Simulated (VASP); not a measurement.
# HfC (P6_3/mmc) in VASP: notebook

Runs on HfC. Level: PBEsol. Tasks: single point.

Everything below comes from runs of VASP 6.6.1. Logs are shortened: lines on timing, memory, paths and dates and some standing lists are left out, and cuts for length are marked.

## Step 1: The cell of the first run

The structure is hexagonal, space group P6_3/mmc (No. 194). Conventional cell: a = 3.156 Å, b = 3.156 Å, c = 4.985 Å, α = 90.00°, β = 90.00°, γ = 120.00°. Hf (site symmetry -6m2) has 6 C at 2.21 Å within 2.9 Å. C (site symmetry -3m) has 6 Hf at 2.21 Å and 2 C at 2.49 Å within 2.9 Å.

## Step 2: Single point, PBEsol

Input file INCAR:

```
ALGO = Normal
EDIFF = 1E-6
ENCUT = 520
GGA = PS
ISIF = 2
ISMEAR = 1
LASPH = True
LCHARG = False
LREAL = False
LWAVE = False
NBANDS = 22
NELM = 100
PREC = Accurate
SIGMA = 0.05
```

Input file KPOINTS:

```
k-points
0
Gamma
  8 8 4
```

Input file POSCAR:

```
HfC
1.0
    3.1562259587      0.0000000027      0.0000000000
   -1.5781129817      2.7333718589      0.0000000000
    0.0000000000      0.0000000000      4.9848516103
Hf C
2 2
Direct
    0.6666666667      0.3333333333      0.7500000000
    0.3333333333      0.6666666667      0.2500000000
    0.0000000000      0.0000000000      0.0000000000
    0.0000000000      0.0000000000      0.5000000000
```

Potentials or basis: VASP PAW PBE potentials, release 64 (Hf_pv, C).

Launch:

```bash
cat potpaw_PBE.64/Hf_pv/POTCAR potpaw_PBE.64/C/POTCAR > POTCAR
mpirun -np 1 vasp_std > vasp.out
```

OUTCAR:

```text
EDIFF = 1E-6
   ENCUT = 520
   GGA = PS
   ISIF = 2
   ISMEAR = 1
   LASPH = True
   LREAL = False
   NELM = 100
   PREC = Accurate

 ion  position               nearest neighbor table
   1  0.667  0.333  0.750-   3 2.21   4 2.21   3 2.21   4 2.21   3 2.21   4 2.21   2 3.09   2 3.09
                             2 3.09   2 3.09   2 3.09   2 3.09
   2  0.333  0.667  0.250-   3 2.21   4 2.21   3 2.21   4 2.21   3 2.21   4 2.21   1 3.09   1 3.09
                             1 3.09   1 3.09   1 3.09   1 3.09
   3  0.000  0.000  0.000-   1 2.21   2 2.21   2 2.21   1 2.21   1 2.21   2 2.21
   4  0.000  0.000  0.500-   1 2.21   2 2.21   2 2.21   1 2.21   1 2.21   2 2.21

  LATTYP: Found a hexagonal cell.
 ALAT       =     3.1562259587
 C/A-ratio  =     1.5793709562

  Lattice vectors:

 A1 = (   3.1562259587,   0.0000000027,   0.0000000000)
 A2 = (  -1.5781129817,   2.7333718589,   0.0000000000)
 A3 = (   0.0000000000,   0.0000000000,   4.9848516103)

Analysis of symmetry for initial positions (statically):
=====================================================================
 Subroutine PRICEL returns:
 Original cell was already a primitive cell.

 Routine SETGRP: Setting up the symmetry group for a
 hexagonal supercell.

 Subroutine GETGRP returns: Found 24 space group operations
 (whereof 12 operations were pure point group operations)
 out of a pool of 24 trial point group operations.

The static configuration has the point symmetry D_3d.
 The point group associated with its full space group is D_6h.

Analysis of symmetry for dynamics (positions and initial velocities):
=====================================================================
 Subroutine PRICEL returns:
 Original cell was already a primitive cell.

 Routine SETGRP: Setting up the symmetry group for a
 hexagonal supercell.

 Subroutine GETGRP returns: Found 24 space group operations
 (whereof 12 operations were pure point group operations)
 out of a pool of 24 trial point group operations.

The dynamic configuration has the point symmetry D_3d.
 The point group associated with its full space group is D_6h.

 Subroutine INISYM returns: Found 24 space group operations
 (whereof 12 operations are pure point group operations),
 and found     1 'primitive' translations

----------------------------------------------------------------------------------------

                                     Primitive cell

  volume of cell :      43.0050

  direct lattice vectors                    reciprocal lattice vectors
     3.156225959  0.000000003  0.000000000     0.316834096  0.182924251  0.000000000
    -1.578112982  2.733371859  0.000000000    -0.000000000  0.365848502  0.000000000
     0.000000000  0.000000000  4.984851610     0.000000000  0.000000000  0.200607777

  length of vectors
     3.156225959  3.156225959  4.984851610     0.365848502  0.365848502  0.200607777

  position of ions in fractional coordinates (direct lattice)
     0.666666667  0.333333333  0.750000000
     0.333333333  0.666666667  0.250000000
     0.000000000  0.000000000  0.000000000
     0.000000000  0.000000000  0.500000000

  ion indices of the primitive-cell ions
   primitive index   ion index
                 1           1
                 2           2
                 3           3
                 4           4

----------------------------------------------------------------------------------------

 KPOINTS: k-points

Automatic generation of k-mesh.
 Grid dimensions read from file:
 generate k-points for:    8    8    4

 Generating k-lattice:

  Cartesian coordinates                     Fractional coordinates (reciprocal lattice)
     0.039604262  0.022865531  0.000000000     0.125000000  0.000000000  0.000000000
    -0.000000000  0.045731063  0.000000000    -0.000000000  0.125000000  0.000000000
     0.000000000  0.000000000  0.050151944     0.000000000  0.000000000  0.250000000

  Length of vectors
     0.045731063  0.045731063  0.050151944

  Shift w.r.t. Gamma in fractional coordinates (k-lattice)
     0.000000000  0.000000000  0.000000000

 Subroutine IBZKPT returns following result:
 ===========================================

 Found     30 irreducible k-points:

 Following reciprocal coordinates:
            Coordinates               Weight
  0.000000  0.000000  0.000000      1.000000
  0.125000 -0.000000  0.000000      6.000000
  0.250000 -0.000000  0.000000      6.000000
  0.375000 -0.000000  0.000000      6.000000
  0.500000 -0.000000  0.000000      3.000000
  0.125000  0.125000  0.000000      6.000000
[... 16 lines left out ...]
  0.250000 -0.000000  0.500000      6.000000
  0.375000 -0.000000  0.500000      6.000000
 [... further k-points ...]
   k-points           NKPTS =     30   k-points in BZ     NKDIM =     30   number of bands    NBANDS=     22
   number of dos      NEDOS =    301   number of ions     NIONS =      4
   total plane-waves  NPLWV =  23040
   dimension x,y,z NGX =    24 NGY =   24 NGZ =   40
   dimension x,y,z NGXF=    48 NGYF=   48 NGZF=   80
   ions per type =               2   2
   NGX,Y,Z   is equivalent  to a cutoff of  12.64, 12.64, 13.34 a.u.
   NGXF,Y,Z  is equivalent  to a cutoff of  25.28, 25.28, 26.68 a.u.
 SYSTEM =  unknown system
   PREC   = accura    normal or accurate (medium, high low for compatibility)
   ISTART =      0    job   : 0-new  1-cont  2-samecut
   ICHARG =      2    charge: 1-file 2-atom 10-const
   ISPIN  =      1    spin polarized calculation?
   LNONCOLLINEAR =      F non collinear calculations
   LSORBIT =      F    spin-orbit coupling
   LASPH  =      T    aspherical Exc in radial PAW
   ENCUT  =  520.0 eV  38.22 Ry    6.18 a.u.   5.87  5.87  9.27*2*pi/ulx,y,z
   NELM   =    100;   NELMIN=  2; NELMDL= -5     # of ELM steps
   EDIFF  = 0.1E-05   stopping-criterion for ELM
   LREAL  =      F    real-space projection
[... 7 lines left out ...]
   TEBEG  =    0.0;   TEEND  =   0.0 temperature during run
   PSTRESS=    0.0 pullay stress
   NELECT =      28.0000    total number of electrons
   NUPDOWN=      -1.0000    fix difference up-down
   EMIN   =  10.00;   EMAX   =-10.00  energy-range for DOS
   EFERMI =   0.00;   METHOD = LEGACY
   ISMEAR =     1;   SIGMA  =   0.05  broadening in eV -4-tet -1-fermi 0-gaus
   EFERMI_NEDOS =   21; number of points for ismear=-14 and -15
   IALGO  =     38    algorithm
   IMIX   =      4    mixing-type and parameters
     AMIX     =   0.40;   BMIX     =  1.00
     AMIX_MAG =   1.60;   BMIX_MAG =  1.00
  volume/ion in A,a.u.               =      10.75        72.55
  Fermi-wavevector in a.u.,A,eV,Ry     =   1.418909  2.681349 27.392641  2.013302
  Thomas-Fermi vector in A             =   2.539985
   LORBIT       =      0    0 simple, 1 ext, 2 COOP (PROOUT), +10 PAW based schemes
   GGA     = PS    functional components
   LHFCALC =     F    Hartree Fock is set to
   AEXX    =    0.0000 exact exchange contribution
   IVDW    =     0    specifies the selected vdW correction
   LEPSILON=     F    determine dielectric tensor
   LRPA    =     F    only Hartree local field effects (RPA)
 non-spin polarized calculation
 Methfessel and Paxton  Order N= 1 SIGMA  =   0.05
  energy-cutoff  :      520.00
  volume of cell :       43.01
 maximum number of plane-waves:      1182
 NGX is ok and might be reduce to    24
   NGX = 11   NGY = 11   NGZ = 19

 number of electron      27.9999998 magnetization

 Free energy of the ion-electron system (eV)
  ---------------------------------------------------
  ext. energy  EPLUGINS =         0.00000000
  ---------------------------------------------------
  free energy    TOTEN  =       -42.98744391 eV

  energy without entropy =      -42.98719380  energy(sigma->0) =      -42.98736054

 E-fermi :   7.4508     XC(G=0): -13.2048

 val. band max:        7.4157790992   @ k =   0.1250   0.1250   0.2500
 cond. band min:       7.4763355465   @ k =   0.2500   0.2500   0.2500
 fundamental gap:      0.0605564473
 Fermi energy:         7.4507608375

 k-point     1 :       0.0000    0.0000    0.0000
  band No.  band energies     occupation
      1     -22.8130      2.00000
      2     -21.7798      2.00000
      3     -21.7798      2.00000
      4     -21.6456      2.00000
      5     -21.6456      2.00000
      6     -21.5294      2.00000
[... 14 lines left out ...]
     21      12.6201      0.00000
     22      17.1487      0.00000

 k-point     2 :       0.1250   -0.0000    0.0000
  band No.  band energies     occupation
      1     -22.7494      2.00000
      2     -21.9217      2.00000
      3     -21.8312      2.00000
      4     -21.7740      2.00000
      5     -21.6507      2.00000
      6     -21.5508      2.00000
[... 14 lines left out ...]
     21      13.4662      0.00000
     22      16.4611      0.00000

 k-point     3 :       0.2500   -0.0000    0.0000
  band No.  band energies     occupation
      1     -22.5781      2.00000
      2     -22.2602      2.00000
      3     -22.0586      2.00000
      4     -21.9379      2.00000
      5     -21.6788      2.00000
      6     -21.6193      2.00000
[... 14 lines left out ...]
     21      15.4389      0.00000
     22      15.4423      0.00000

 k-point     4 :       0.3750   -0.0000    0.0000
  band No.  band energies     occupation
      1     -22.5838      2.00000
      2     -22.3591      2.00000
      3     -22.3218      2.00000
      4     -22.0334      2.00000
      5     -21.7339      2.00000
      6     -21.7159      2.00000
[... 14 lines left out ...]
     21      14.8310      0.00000
     22      15.9192      0.00000

 k-point     5 :       0.5000   -0.0000    0.0000
  band No.  band energies     occupation
      1     -22.7128      2.00000
      2     -22.4265      2.00000
      3     -22.2299      2.00000
      4     -22.0710      2.00000
      5     -21.8193      2.00000
      6     -21.7327      2.00000
[... 417 lines left out ...]
 k-point    22 :       0.1250   -0.0000    0.5000
  band No.  band energies     occupation
      1     -22.2411      2.00000
      2     -22.2411      2.00000
      3     -21.7864      2.00000
      4     -21.7864      2.00000
      5     -21.7415      2.00000
      6     -21.7415      2.00000
[... 14 lines left out ...]
     21      14.5628      0.00000
     22      14.5628      0.00000

 k-point    23 :       0.2500   -0.0000    0.5000
  band No.  band energies     occupation
      1     -22.4038      2.00000
      2     -22.4038      2.00000
      3     -21.8635      2.00000
      4     -21.8635      2.00000
      5     -21.8099      2.00000
      6     -21.8099      2.00000
[... 14 lines left out ...]
     21      15.8713      0.00000
     22      15.8713      0.00000

 k-point    24 :       0.3750   -0.0000    0.5000
  band No.  band energies     occupation
      1     -22.6358      2.00000
      2     -22.6358      2.00000
      3     -21.8773      2.00000
      4     -21.8773      2.00000
      5     -21.8549      2.00000
      6     -21.8549      2.00000
[... 14 lines left out ...]
     21      16.4296      0.00000
     22      16.4296      0.00000

 [... further k-points ...]
[... 5 lines left out ...]
  --------------------------------------------------------------------------------------
  -------------------------------------------------------------------------------------
  Total       10.8440317     10.8440317     10.9090864     -0.0000000      0.0000000     -0.0000000
  in kB      404.0008885    404.0008884    406.4245401     -0.0000000      0.0000000     -0.0000000
  external PRESSURE =     404.8087723 kB  Pullay stress =       0.0000000 kB

 VOLUME and BASIS-vectors are now :
 -----------------------------------------------------------------------------
  energy-cutoff  :      520.00
  volume of cell :       43.01
      direct lattice vectors                 reciprocal lattice vectors
     3.156225959  0.000000003  0.000000000     0.316834096  0.182924251  0.000000000
    -1.578112982  2.733371859  0.000000000    -0.000000000  0.365848502  0.000000000
     0.000000000  0.000000000  4.984851610     0.000000000  0.000000000  0.200607777

 POSITION                                       TOTAL-FORCE (eV/Angst)
 -----------------------------------------------------------------------------------
      1.57811      0.91112      3.73864         0.000000     -0.000000      0.000000
     -0.00000      1.82225      1.24621        -0.000000      0.000000      0.000000
      0.00000      0.00000      0.00000        -0.000000      0.000000      0.000000
      0.00000      0.00000      2.49243        -0.000000      0.000000      0.000000
 -----------------------------------------------------------------------------------
    total drift:                               -0.000000      0.000000     -0.000000

  FREE ENERGIE OF THE ION-ELECTRON SYSTEM (eV)
  ---------------------------------------------------
  free  energy   TOTEN  =       -42.9874439087 eV

  energy  without entropy=      -42.9871937987  energy(sigma->0) =      -42.98736054
```

Wall time 12 s (1 thread of Intel Xeon 6975P-C (Granite Rapids), shared host); peak memory 0.17 GiB.

What came out:

| Quantity | Value |
| --- | --- |
| Free energy | -42.9874 eV |
| Pressure | 40.5 GPa |
| Band gap on the k mesh | zero (band 14 reaches 8.47 eV, above the bottom of band 15 at 7.42 eV) |

Levels at points of the mesh, in eV from the Fermi level:
```tsv
k point	band 11	band 12	band 13	band 14	band 15	band 16	band 17	band 18
(0.00, 0.00, 0.00)	-3.41	-1.30	-1.30	1.02	1.59	1.59	2.30	2.30
(0.50, 0.00, 0.00)	-3.95	-3.48	-2.00	-0.79	1.71	5.16	5.74	5.77
(0.00, 0.00, 0.50)	-2.96	-2.96	-2.96	-2.96	4.70	4.70	4.70	4.70
(0.50, 0.00, 0.50)	-3.53	-3.53	-2.52	-2.52	1.64	1.64	5.77	5.77
```

Caveat: the PAW data sets were made with another functional, which shifts forces and pressure a little; spin-orbit coupling is left out, which moves the levels of the heavy elements.

(Part 1 of 2 ends here.)
